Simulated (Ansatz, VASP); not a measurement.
**Two plane-wave programs on ZrS**

INCAR

```
PREC     = Accurate       # precision mode
ENCUT    = 520            # plane-wave cutoff, eV
EDIFF    = 1E-7           # SCF threshold, eV
ISMEAR   = 0              # smearing method
SIGMA    = 0.15           # smearing width, eV
LREAL    = F              # projectors in reciprocal space
LASPH    = T              # aspherical terms in the spheres
NELM     = 100            # most SCF steps
ALGO     = Normal         # electronic algorithm
ISIF     = 2              # what is computed and relaxed
LWAVE    = F              # write WAVECAR
LCHARG   = F              # write CHGCAR
GGA      = PS             # functional
NBANDS   = 16             # bands
```

Contents of KPOINTS:

```
regular mesh
0
Gamma
  16 16 16
```

Contents of POSCAR:

```
ZrS
1.0
    0.0000000000      2.5265625000      2.6250000000
    2.7234375000      0.0000000000      2.6250000000
    2.7234375000      2.5265625000      0.0000000000
Zr S
1 1
Direct
    0.0000000000      0.0000000000      0.0000000000
    0.5000000000      0.5000000000      0.5000000000
```

Input for Ansatz:

```yaml
crystal:
  lattice:
    - [0.0, 2.5265625, 2.625]
    - [2.7234375, 0.0, 2.625]
    - [2.7234375, 2.5265625, 0.0]
  atoms:
    - { symbol: Zr, position: [0.0, 0.0, 0.0] }
    - { symbol: S, position: [0.5, 0.5, 0.5] }
basis:
  ecutwfc: 420
kpoints:
  mp_grid: { grid: [16, 16, 16] }
hamiltonian:
  xc: pbesol
scf:
  occupations: { method: gaussian, width: 0.15 }
output:
  forces: true
  stress: true
  eigenvalues: true
```

Change from the starting cell: strain +0.0375 x Voigt [1, -1, 0, 0, 0, 0], atoms carried along.

Alike in both runs: task single point; functional PBEsol; k mesh 16 × 16 × 16; occupations gaussian, width 0.15 eV; no spin polarisation.

|  | VASP | Ansatz |
| --- | --- | --- |
| version | VASP 6.6.1 | Ansatz 0.2.0 |
| potentials or method | VASP PAW PBE potentials, release 64 (Zr_sv, S), cutoff 520 eV | scalar-relativistic, plane waves, PAW |
| valence electrons in the cell | 18 | 18 |

|  | VASP | Ansatz | Ansatz less VASP |
| --- | --- | --- | --- |
| gap on the k mesh at the Fermi level (eV) | none | none | - |
| pressure (GPa) | -4.6 | -4.8 | -0.20 |
| traceless stress, the component that is largest in VASP (GPa) | 10.12 | 10.03 | -0.084 |

VASP's potentials were made for PBE, not for PBEsol. A gap of «none» marks a metal or a gap that the smearing closes.
